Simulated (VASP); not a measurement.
Here is a VASP 6.6.1 calculation.

Contents of INCAR:

```
SYSTEM = SnTe
  PREC = Accurate
  ENCUT = 520
  EDIFF = 1E-6
  ISMEAR = -1
  SIGMA = 0.05
  LREAL = .False.
  LASPH = .True.
  NELM = 60
  ALGO = Normal
  ISIF = 2
  LWAVE = .False.
  LCHARG = .False.
  GGA = PS
  NBANDS = 17
```

File KPOINTS:

```
regular mesh
0
Gamma
  7 7 7
  0 0 0
```

The input POSCAR:

```
SnTe
1.0
    0.0000000000      3.1923133075      3.1923133075
    3.1923133075      0.0000000000      3.1923133075
    3.1923133075      3.1923133075      0.0000000000
Te Sn
1 1
Direct
    0.5000000000      0.5000000000      0.5000000000
    0.0000000000      0.0000000000      0.0000000000
```

Potentials or basis: VASP PAW PBE potentials, release 64 (Te, Sn_d).

Run with:

```console
$ cat potpaw_PBE.64/Te/POTCAR potpaw_PBE.64/Sn_d/POTCAR > POTCAR
$ mpirun -np 1 vasp_std > vasp.out
```

Q: Predict the pressure.

A: -2.0 GPa.

Caveat: the PAW data sets were made with another functional, which shifts forces and pressure a little.
